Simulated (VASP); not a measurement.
Input of a VASP 6.6.1 run:

File INCAR:

```
PREC     = Accurate       # precision mode
ENCUT    = 600            # plane-wave cutoff, eV
EDIFF    = 1E-6           # SCF threshold, eV
ISMEAR   = -1             # smearing method
SIGMA    = 0.05           # smearing width, eV
LREAL    = False          # projectors in reciprocal space
LASPH    = True           # aspherical terms in the spheres
NELM     = 120            # most SCF steps
ALGO     = Normal         # electronic algorithm
ISIF     = 2              # what is computed and relaxed
LWAVE    = False          # write WAVECAR
LCHARG   = False          # write CHGCAR
GGA      = PE             # functional
NBANDS   = 11             # bands
GGA_COMPAT= False
```

The input KPOINTS:

```
Automatic mesh
0
Gamma
  15 15 15
```

File POSCAR:

```
Ni
1.0
    0.0000000000      1.7680000000      1.7680000000
    1.7680000000      0.0000000000      1.7680000000
    1.7680000000      1.7680000000      0.0000000000
Ni
1
Direct
    0.0000000000      0.0000000000      0.0000000000
```

Potentials or basis: VASP PAW PBE potentials, release 64 (Ni).

Run with:

```bash
$ cat potpaw_PBE.64/Ni/POTCAR > POTCAR
$ mpirun -np 1 vasp_std > vasp.out
```

Question: Predict the pressure.

Answer: -4.0 GPa.

Question: Predict the band gap on the k mesh.

Answer: Zero (bands 5 and 6 overlap by 0.92 eV).

Caveat: the cell stands under tension; the run has no spin polarisation, though such a crystal can be magnetic. Spin polarisation is off, so any magnetic state and its effect on volume and gap are missing.
